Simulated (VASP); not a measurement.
# ZnCu (Pm-3m) in VASP: further runs

Runs on ZnCu. Level: PBEsol. Tasks: electric field gradients.

Everything below comes from runs of VASP 6.6.1. Logs are shortened: lines on timing, memory, paths and dates and some standing lists are left out, and cuts for length are marked.

## Step 1: The cell of the first run

The structure is cubic, space group Pm-3m (No. 221). The conventional cell has a = 2.935 Å, b = 2.935 Å, c = 2.935 Å, α = 90.00°, β = 90.00°, γ = 90.00°. Zn (site symmetry m-3m) has 8 Cu at 2.54 Å and 6 Zn at 2.94 Å within 3.4 Å. Cu (site symmetry m-3m) has 8 Zn at 2.54 Å and 6 Cu at 2.94 Å within 3.4 Å.

## Step 2: Electric field gradients, PBEsol (volume scaled by 0.99)

Contents of INCAR:

```
PREC = Accurate ; ENCUT = 520
EDIFF = 1E-8 ; ISMEAR = -1
SIGMA = 0.05 ; LREAL = False
LASPH = True ; NELM = 80
ALGO = Normal ; ISIF = 2
LWAVE = False ; LCHARG = False
GGA = PS ; LEFG = True
NBANDS = 18
```

Contents of KPOINTS:

```
Automatic mesh
0
Gamma
  14 14 14
```

Contents of POSCAR:

```
ZnCu
1.0
    2.9351504281      0.0000000000      0.0000000000
    0.0000000000      2.9351504281      0.0000000000
    0.0000000000      0.0000000000      2.9351504281
Zn Cu
1 1
Direct
    0.5000000000      0.5000000000      0.5000000000
    0.0000000000      0.0000000000      0.0000000000
```

Potentials or basis: VASP PAW PBE potentials, release 64 (Zn, Cu).

Started as:

```console
$ cat potpaw_PBE.64/Zn/POTCAR potpaw_PBE.64/Cu/POTCAR > POTCAR
$ mpirun -np 1 vasp_std > vasp.out
```

OUTCAR:

```text
PREC = Accurate
   ENCUT = 520
   EDIFF = 1E-8
   ISMEAR = -1
   LREAL = False
   LASPH = True
   NELM = 80
   ISIF = 2
   GGA = PS

 ion  position               nearest neighbor table
   1  0.500  0.500  0.500-   2 2.54   2 2.54   2 2.54   2 2.54   2 2.54   2 2.54   2 2.54   2 2.54

   2  0.000  0.000  0.000-   1 2.54   1 2.54   1 2.54   1 2.54   1 2.54   1 2.54   1 2.54   1 2.54

  LATTYP: Found a simple cubic cell.
 ALAT       =     2.9351504281

  Lattice vectors:

 A1 = (   2.9351504281,   0.0000000000,   0.0000000000)
 A2 = (   0.0000000000,   2.9351504281,   0.0000000000)
 A3 = (   0.0000000000,   0.0000000000,   2.9351504281)

Analysis of symmetry for initial positions (statically):
=====================================================================
 Subroutine PRICEL returns:
 Original cell was already a primitive cell.

 Routine SETGRP: Setting up the symmetry group for a
 simple cubic supercell.

 Subroutine GETGRP returns: Found 48 space group operations
 (whereof 48 operations were pure point group operations)
 out of a pool of 48 trial point group operations.

The static configuration has the point symmetry O_h .

Analysis of symmetry for dynamics (positions and initial velocities):
=====================================================================
 Subroutine PRICEL returns:
 Original cell was already a primitive cell.

 Routine SETGRP: Setting up the symmetry group for a
 simple cubic supercell.

 Subroutine GETGRP returns: Found 48 space group operations
 (whereof 48 operations were pure point group operations)
 out of a pool of 48 trial point group operations.

The dynamic configuration has the point symmetry O_h .

 Subroutine INISYM returns: Found 48 space group operations
 (whereof 48 operations are pure point group operations),
 and found     1 'primitive' translations

----------------------------------------------------------------------------------------

                                     Primitive cell

  volume of cell :      25.2866

  direct lattice vectors                    reciprocal lattice vectors
[... 122 lines left out ...]
 NGX is ok and might be reduce to    24
   NGX = 11   NGY = 11   NGZ = 11

 number of electron      22.9999993 magnetization

 Free energy of the ion-electron system (eV)
  ---------------------------------------------------
  ext. energy  EPLUGINS =         0.00000000
  ---------------------------------------------------
  free energy    TOTEN  =        -6.09507367 eV

  energy without entropy =       -6.09224062  energy(sigma->0) =       -6.09365715

 E-fermi :   5.4653     XC(G=0): -12.6224

 val. band max:        5.3592399024   @ k =   0.5000   0.5000   0.2143
 cond. band min:       5.4778914304   @ k =   0.4286   0.3571   0.2143
 fundamental gap:      0.1186515280
 Fermi energy:         5.4653255153

 k-point     1 :       0.0000    0.0000    0.0000
  band No.  band energies     occupation
      1      -4.9850      2.00000
      2      -2.3950      2.00000
      3      -2.3950      2.00000
      4      -1.6799      2.00000
      5      -1.6799      2.00000
      6      -1.6799      2.00000
[... 481 lines left out ...]
      5      -1.7322      2.00000
      6      -1.2403      2.00000
[... 10 lines left out ...]
     17      21.3484      0.00000
     18      22.2837      0.00000

 [... further k-points ...]

------------------------ aborting loop because EDIFF is reached ----------------------------------------

  FORCE on cell =-STRESS in cart. coord.  units (eV):
  Direction    XX          YY          ZZ          XY          YZ          ZX
  --------------------------------------------------------------------------------------
  -------------------------------------------------------------------------------------
  Total       -0.4590734     -0.4590734     -0.4590734      0.0000000      0.0000000     -0.0000000
  in kB      -29.0871781    -29.0871781    -29.0871781      0.0000000      0.0000000     -0.0000000
  external PRESSURE =     -29.0871781 kB  Pullay stress =       0.0000000 kB

 VOLUME and BASIS-vectors are now :
 -----------------------------------------------------------------------------
  energy-cutoff  :      520.00
  volume of cell :       25.29
      direct lattice vectors                 reciprocal lattice vectors
     2.935150428  0.000000000  0.000000000     0.340698041  0.000000000  0.000000000
     0.000000000  2.935150428  0.000000000     0.000000000  0.340698041  0.000000000
     0.000000000  0.000000000  2.935150428     0.000000000  0.000000000  0.340698041

 POSITION                                       TOTAL-FORCE (eV/Angst)
 -----------------------------------------------------------------------------------
      1.46758      1.46758      1.46758         0.000000      0.000000      0.000000
      0.00000      0.00000      0.00000         0.000000      0.000000      0.000000
 -----------------------------------------------------------------------------------
    total drift:                                0.000000      0.000000     -0.000000

  FREE ENERGIE OF THE ION-ELECTRON SYSTEM (eV)
  ---------------------------------------------------
  free  energy   TOTEN  =        -6.0950736679 eV

  energy  without entropy=       -6.0922406242  energy(sigma->0) =       -6.09365715

 Electric field gradients (V/A^2)
---------------------------------------------------------------------
 ion       V_xx      V_yy      V_zz      V_xy      V_xz      V_yz
---------------------------------------------------------------------
   1       0.000     0.000     0.000     0.000    -0.000    -0.000
   2      -0.000    -0.000    -0.000     0.000    -0.000     0.000
---------------------------------------------------------------------

 Electric field gradients after diagonalization (V/A^2)
 (convention: |V_zz| > |V_xx| > |V_yy|)
----------------------------------------------------------------------
 ion       V_xx      V_yy      V_zz     asymmetry (V_yy - V_xx)/ V_zz
----------------------------------------------------------------------
   1       0.000     0.000     0.000      -0.597
   2      -0.000    -0.000    -0.000      -0.272
----------------------------------------------------------------------

           NMR quadrupolar parameters

 Cq : quadrupolar parameter    Cq=e*Q*V_zz/h
 eta: asymmetry parameters     (V_yy - V_xx)/ V_zz
 Q  : nuclear electric quadrupole moment in mb (millibarn)
----------------------------------------------------------------------
 ion       Cq(MHz)       eta       Q (mb)
----------------------------------------------------------------------
   1       0.000      -0.597       1.000
   2      -0.000      -0.272       1.000
----------------------------------------------------------------------
```

OSZICAR:

```text
N       E                     dE             d eps       ncg     rms          rms(c)
DAV:   1     0.113884295074E+03    0.11388E+03   -0.11273E+04  4664   0.212E+03
DAV:   2    -0.271133951403E+01   -0.11660E+03   -0.11211E+03  4350   0.299E+02
DAV:   3    -0.738042760755E+01   -0.46691E+01   -0.46410E+01  4836   0.752E+01
DAV:   4    -0.741804252147E+01   -0.37615E-01   -0.37604E-01  4892   0.625E+00
DAV:   5    -0.741855690032E+01   -0.51438E-03   -0.51437E-03  4908   0.754E-01    0.104E+01
DAV:   6    -0.724260736108E+01    0.17595E+00   -0.17767E+01  4604   0.101E+02    0.664E+00
DAV:   7    -0.610615435906E+01    0.11365E+01   -0.37451E+00  4680   0.105E+02    0.226E+00
DAV:   8    -0.610485093108E+01    0.13034E-02   -0.17628E-01  5852   0.567E+00    0.126E+00
DAV:   9    -0.609514645751E+01    0.97045E-02   -0.10471E-02  5304   0.217E+00    0.835E-02
DAV:  10    -0.609508446221E+01    0.61995E-04   -0.88312E-04  6486   0.692E-01    0.481E-02
DAV:  11    -0.609507447641E+01    0.99858E-05   -0.10631E-04  5464   0.295E-01    0.106E-02
DAV:  12    -0.609507379185E+01    0.68455E-06   -0.68793E-06  5712   0.514E-02    0.899E-04
DAV:  13    -0.609507366779E+01    0.12407E-06   -0.21163E-07  4502   0.567E-03    0.100E-03
DAV:  14    -0.609507368821E+01   -0.20424E-07   -0.20600E-08  3250   0.368E-03    0.168E-04
DAV:  15    -0.609507366600E+01    0.22206E-07   -0.48588E-09  2344   0.957E-04    0.108E-04
DAV:  16    -0.609507366791E+01   -0.19036E-08   -0.10822E-09  2300   0.640E-04
   1 F= -.60950737E+01 E0= -.60936571E+01  d E =-.283304E-02
```

stdout:

```text
POSCAR found type information on POSCAR ZnCu
 POSCAR found :  2 types and       2 ions
 scaLAPACK will be used
 -----------------------------------------------------------------------------
|                                                                             |
|                                                                             |
|     You enforced a specific xc type in the INCAR file but a different       |
|     I HOPE YOU KNOW WHAT YOU ARE DOING!                                     |
|                                                                             |
 -----------------------------------------------------------------------------

 LDA part: xc-table for (Slater+PW92), standard interpolation
 POSCAR, INCAR and KPOINTS ok, starting setup
 FFT: planning ... GRIDC
 FFT: planning ... GRID_SOFT
 FFT: planning ... GRID
 WAVECAR not read
 entering main loop
ion   1

ion   2
```

Run time: 38 s. Hardware: 1 thread of Intel Xeon 6975P-C, shared host; peak memory 0.18 GiB.

What came out:

| Item | Value |
| --- | --- |
| Free energy | -6.0951 eV |
| Pressure | -2.9 GPa |

Levels at points of the mesh, in eV from the Fermi level:
```
           k point  band 10  band 11  band 12  band 13  band 14  band 15
(0.00, 0.00, 0.00)    -2.75    -2.75     6.22     6.22     6.22    11.32
(0.50, 0.00, 0.00)    -3.32    -2.83    -2.02    11.76    11.76    12.38
(0.50, 0.50, 0.00)    -2.51    -1.95    -1.95     1.79     2.12    13.99
(0.50, 0.50, 0.50)    -2.49     3.89     4.34     4.34     4.34     4.53
```

Caveat: without QUAD_EFG the Cq values of the log hold for a quadrupole moment of 1 mb, not for the nuclei; the PAW data sets were made with another functional, which shifts forces and pressure a little.

## Step 3: Electric field gradients, PBEsol (volume scaled by 1.02)

Contents of INCAR:

```
PREC = Accurate
ENCUT = 520
EDIFF = 1E-8
ISMEAR = -1
SIGMA = 0.05
LREAL = F
LASPH = T
NELM = 100
ALGO = Normal
ISIF = 2
LWAVE = F
LCHARG = F
GGA = PS
LEFG = T
NBANDS = 18
```

Contents of KPOINTS:

```
regular mesh
0
Gamma
  14 14 14
```

Contents of POSCAR:

```
ZnCu
1.0
    2.9645038796      0.0000000000      0.0000000000
    0.0000000000      2.9645038796      0.0000000000
    0.0000000000      0.0000000000      2.9645038796
Zn Cu
1 1
Direct
    0.5000000000      0.5000000000      0.5000000000
    0.0000000000      0.0000000000      0.0000000000
```

Potentials or basis: VASP PAW PBE potentials, release 64 (Zn, Cu).

Started as:

```console
$ cat potpaw_PBE.64/Zn/POTCAR potpaw_PBE.64/Cu/POTCAR > POTCAR
$ mpirun -np 1 vasp_std > vasp.out
```

OUTCAR:

```text
PREC = Accurate
   ENCUT = 520
   EDIFF = 1E-8
   ISMEAR = -1
   LREAL = F
   LASPH = T
   NELM = 100
   ISIF = 2
   GGA = PS

 ion  position               nearest neighbor table
   1  0.500  0.500  0.500-   2 2.57   2 2.57   2 2.57   2 2.57   2 2.57   2 2.57   2 2.57   2 2.57

   2  0.000  0.000  0.000-   1 2.57   1 2.57   1 2.57   1 2.57   1 2.57   1 2.57   1 2.57   1 2.57

  LATTYP: Found a simple cubic cell.
 ALAT       =     2.9645038796

  Lattice vectors:

 A1 = (   2.9645038796,   0.0000000000,   0.0000000000)
 A2 = (   0.0000000000,   2.9645038796,   0.0000000000)
 A3 = (   0.0000000000,   0.0000000000,   2.9645038796)

[... 715 lines left out ...]
  free  energy   TOTEN  =        -6.0731814890 eV

  energy  without entropy=       -6.0701978345  energy(sigma->0) =       -6.07168966

 Electric field gradients (V/A^2)
---------------------------------------------------------------------
 ion       V_xx      V_yy      V_zz      V_xy      V_xz      V_yz
---------------------------------------------------------------------
   1       0.000     0.000     0.000     0.000    -0.000    -0.000
   2       0.000    -0.000     0.000     0.000    -0.000     0.000
---------------------------------------------------------------------

 Electric field gradients after diagonalization (V/A^2)
 (convention: |V_zz| > |V_xx| > |V_yy|)
----------------------------------------------------------------------
 ion       V_xx      V_yy      V_zz     asymmetry (V_yy - V_xx)/ V_zz
----------------------------------------------------------------------
   1       0.000     0.000     0.000      -0.507
   2      -0.000     0.000     0.000       0.311
----------------------------------------------------------------------

           NMR quadrupolar parameters

 Cq : quadrupolar parameter    Cq=e*Q*V_zz/h
 eta: asymmetry parameters     (V_yy - V_xx)/ V_zz
 Q  : nuclear electric quadrupole moment in mb (millibarn)
----------------------------------------------------------------------
 ion       Cq(MHz)       eta       Q (mb)
----------------------------------------------------------------------
   1       0.000      -0.507       1.000
   2       0.000       0.311       1.000
----------------------------------------------------------------------
```

OSZICAR:

```text
N       E                     dE             d eps       ncg     rms          rms(c)
DAV:   1     0.109368124957E+03    0.10937E+03   -0.11337E+04  4712   0.210E+03
DAV:   2    -0.294979425144E+01   -0.11232E+03   -0.10779E+03  4344   0.293E+02
DAV:   3    -0.733036052474E+01   -0.43806E+01   -0.43456E+01  4868   0.721E+01
DAV:   4    -0.736591939411E+01   -0.35559E-01   -0.35548E-01  4940   0.602E+00
DAV:   5    -0.736641007645E+01   -0.49068E-03   -0.49067E-03  4830   0.727E-01    0.101E+01
DAV:   6    -0.725342685269E+01    0.11298E+00   -0.17973E+01  4610   0.997E+01    0.675E+00
DAV:   7    -0.608333999803E+01    0.11701E+01   -0.37679E+00  4678   0.104E+02    0.214E+00
DAV:   8    -0.608267830868E+01    0.66169E-03   -0.18714E-01  5940   0.603E+00    0.121E+00
DAV:   9    -0.607323008561E+01    0.94482E-02   -0.11665E-02  5202   0.226E+00    0.700E-02
DAV:  10    -0.607319214099E+01    0.37945E-04   -0.80413E-04  6518   0.620E-01    0.484E-02
DAV:  11    -0.607318293575E+01    0.92052E-05   -0.10906E-04  5172   0.296E-01    0.116E-02
DAV:  12    -0.607318159557E+01    0.13402E-05   -0.90274E-06  5402   0.640E-02    0.110E-03
DAV:  13    -0.607318148380E+01    0.11177E-06   -0.29273E-07  4504   0.568E-03    0.863E-04
DAV:  14    -0.607318148905E+01   -0.52491E-08   -0.15738E-08  2832   0.313E-03
   1 F= -.60731815E+01 E0= -.60716897E+01  d E =-.298365E-02
```

stdout:

```text
POSCAR found type information on POSCAR ZnCu
 POSCAR found :  2 types and       2 ions
 scaLAPACK will be used
 -----------------------------------------------------------------------------
|                                                                             |
|                                                                             |
|     You enforced a specific xc type in the INCAR file but a different       |
|     I HOPE YOU KNOW WHAT YOU ARE DOING!                                     |
|                                                                             |
 -----------------------------------------------------------------------------

 LDA part: xc-table for (Slater+PW92), standard interpolation
 POSCAR, INCAR and KPOINTS ok, starting setup
 FFT: planning ... GRIDC
 FFT: planning ... GRID_SOFT
 FFT: planning ... GRID
 WAVECAR not read
 entering main loop
ion   1

ion   2
```

Run time: 33 s. Hardware: 1 thread of Intel Xeon 6975P-C, shared host; peak memory 0.19 GiB.

What came out:

| Quantity | Value |
| --- | --- |
| Free energy | -6.0732 eV |
| Pressure | -6.3 GPa |

Caveat: without QUAD_EFG the Cq values of the log hold for a quadrupole moment of 1 mb, not for the nuclei; the PAW data sets were made with another functional, which shifts forces and pressure a little.

(Continued in part 2 of 2.)
